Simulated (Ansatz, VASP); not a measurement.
# One calculation of C, two programs

POSCAR

```
C
1.0
    0.0000000000      1.8369020000      1.7834000000
    1.8369020000      0.0000000000      1.7834000000
    1.8369020000      1.8369020000      0.0000000000
C
2
Direct
    0.5000000000      0.5000000000      0.5000000000
    0.7500000000      0.7500000000      0.7500000000
```

INCAR.step1

```
PREC = Accurate
ENCUT = 520
ISMEAR = 0
SIGMA = 0.05
LREAL = False
LASPH = True
NELM = 60
NBANDS = 11
GGA = PE
ALGO = Normal
EDIFF = 1E-4
LWAVE = True
LCHARG = False
```

The input INCAR.step2:

```
PREC = Accurate
ENCUT = 520
EDIFF = 1E-7
ISMEAR = 0
SIGMA = 0.05
LREAL = False
LASPH = True
NELM = 60
ALGO = Normal
ISIF = 2
LWAVE = False
LCHARG = False
METAGGA = R2SCAN
LMIXTAU = True
NBANDS = 11
ISTART = 1
```

Contents of KPOINTS:

```
Automatic mesh
0
Gamma
  12 12 12
```

Input for Ansatz:

```yaml
crystal:
  lattice:
    - [0.0, 1.836902, 1.7834]
    - [1.836902, 0.0, 1.7834]
    - [1.836902, 1.836902, 0.0]
  atoms:
    - { symbol: C, position: [0.5, 0.5, 0.5] }
    - { symbol: C, position: [0.75, 0.75, 0.75] }
basis:
  ecutwfc: 500
kpoints:
  mp_grid: { grid: [12, 12, 12] }
hamiltonian:
  xc: r2scan
scf:
  occupations: { method: gaussian, width: 0.05 }
output:
  forces: true
  stress: true
  eigenvalues: true
```

Change from the starting cell: strain +0.030 along x and y, +0.000 along z, atoms carried along.

Alike in both runs: task single point; functional r2SCAN; k mesh 12 × 12 × 12; occupations gaussian, width 0.05 eV; no spin polarisation.

```csv
,VASP,Ansatz
version,VASP 6.6.1,Ansatz 0.2.0
potentials or method,"VASP PAW PBE potentials, release 64 (C), cutoff 520 eV","scalar-relativistic, plane waves, PAW"
valence electrons in the cell,8,8
```

|  | VASP | Ansatz | Ansatz less VASP |
| --- | --- | --- | --- |
| gap on the k mesh at the Fermi level (eV) | 3.46 | 3.48 | +0.027 |
| least direct gap on the mesh (eV) | 5.14 | 5.18 | +0.040 |
| pressure (GPa) | -24.9 | -25.8 | -0.88 |
| traceless stress, the component that is largest in VASP (GPa) | 17.57 | 17.60 | +0.027 |

VASP's potentials were made for PBE, not for r2SCAN. With one functional, cell and mesh, what is left measures potentials, basis and numerics.
